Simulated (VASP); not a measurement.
Here is a VASP 6.6.1 calculation.

INCAR

```
SYSTEM = Hg2OF2
PREC = Accurate
ENCUT = 520
EDIFF = 1E-6
ISMEAR = 0
SIGMA = 0.01
LREAL = .False.
LASPH = .True.
NELM = 60
ALGO = Normal
ISIF = 2
LWAVE = .False.
LCHARG = .False.
GGA = PE
NBANDS = 30
```

File KPOINTS:

```
Automatic mesh
0
Gamma
  1 1 1
  0 0 0
```

POSCAR

```
Hg2OF2
1.0
   10.2900000000      0.0000000000      0.0000000000
    0.0000000000     10.4800000000      0.0000000000
    0.0000000000      0.0000000000     15.8100000000
Hg O F
2 1 2
Direct
    0.5041438300      0.5044675600      0.6067179000
    0.5041438300      0.5044675600      0.3935496500
    0.4373177800      0.4293893100      0.5001340900
    0.5628707500      0.5704465600      0.7156375700
    0.5628707500      0.5704465600      0.2846299800
```

Potentials or basis: VASP PAW PBE potentials, release 64 (Hg, O, F).

Run with:

```console
$ cat potpaw_PBE.64/Hg/POTCAR potpaw_PBE.64/O/POTCAR potpaw_PBE.64/F/POTCAR > POTCAR
$ mpirun -np 1 vasp_gam > vasp.out
```

(1) Estimate the largest force.

(2) What does it give for the gap between the frontier levels?

Answers

(1) 0.443 eV/Å.

(2) 3.27 eV.

Caveat: spin-orbit coupling is left out, which moves the levels of the heavy elements.
